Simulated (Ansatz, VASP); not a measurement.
# One calculation of MgBe2SeO2, two programs

Contents of INCAR:

```
ALGO = Normal
EDIFF = 1E-6
EDIFFG = -0.04
ENCUT = 600
GGA = PE
IBRION = 2
ISIF = 3
ISMEAR = 0
LASPH = True
LCHARG = False
LREAL = False
LWAVE = False
NELM = 60
NSW = 90
PREC = Accurate
SIGMA = 0.1
```

KPOINTS

```
k-points
0
Gamma
  6 6 4
```

POSCAR

```
MgBe2SeO2
1.0
    4.5115195500      0.0000000000      0.0000000000
   -2.2557597700      3.9070905400      0.0000000000
    0.0000000000      0.0000000000      4.3562361100
Mg Be Se O
1 2 1 2
Direct
    0.0000000000      0.0000000000      0.0000000000
    0.3333333300      0.6666666700      0.5000000000
    0.6666666700      0.3333333300      0.5000000000
    0.0000000000      0.0000000000      0.5000000000
    0.3333333300      0.6666666700      0.0000000000
    0.6666666700      0.3333333300      0.0000000000
```

Input for Ansatz:

```yaml
crystal:
  lattice:
    - [4.51151955, 0.0, 0.0]
    - [-2.25575977, 3.90709054, 0.0]
    - [0.0, 0.0, 4.35623611]
  atoms:
    - { symbol: Mg, position: [0.0, 0.0, 0.0] }
    - { symbol: Be, position: [0.33333333, 0.66666667, 0.5] }
    - { symbol: Be, position: [0.66666667, 0.33333333, 0.5] }
    - { symbol: Se, position: [0.0, 0.0, 0.5] }
    - { symbol: O, position: [0.33333333, 0.66666667, 0.0] }
    - { symbol: O, position: [0.66666667, 0.33333333, 0.0] }
basis:
  ecutwfc: 420
kpoints:
  mp_grid: { grid: [6, 6, 4] }
hamiltonian:
  xc: pbe
scf:
  occupations: { method: gaussian, width: 0.1 }
  lower_state_search: "off"
output:
  forces: true
  stress: true
  eigenvalues: true
relax:
  adjacent_minimum: "off"
  f_tol: 0.04
  max_steps: 70
  cell: { stress_tol: 0.4 }
```

Alike in both runs: task relaxation of cell and atoms; functional PBE; k mesh 6 × 6 × 4; occupations gaussian, width 0.1 eV; no spin polarisation.

```csv
,VASP,Ansatz
version,VASP 6.6.1,Ansatz 0.2.0
potentials or method,"VASP PAW PBE potentials, release 64 (Mg, Be, Se, O), cutoff 600 eV","scalar-relativistic, plane waves, PAW"
valence electrons in the cell,24,42
```

|  | VASP | Ansatz | Ansatz less VASP |
| --- | --- | --- | --- |
| gap on the k mesh at the Fermi level, each at its own relaxed structure (eV) | none | none | - |
| relaxed volume (Å³/atom) | 11.51 | 11.57 | +0.060 |
| relaxed cell length with the largest relative difference (Å) | 4.151 | 4.162 | +0.0108 |

A gap of «none» marks a metal or a gap that the smearing closes. VASP's potentials hold 24 valence electrons a cell and Ansatz's 42, so a difference there can come from the potentials and not from the codes.

The k mesh is coarse, so the values compare programs but aren't converged.
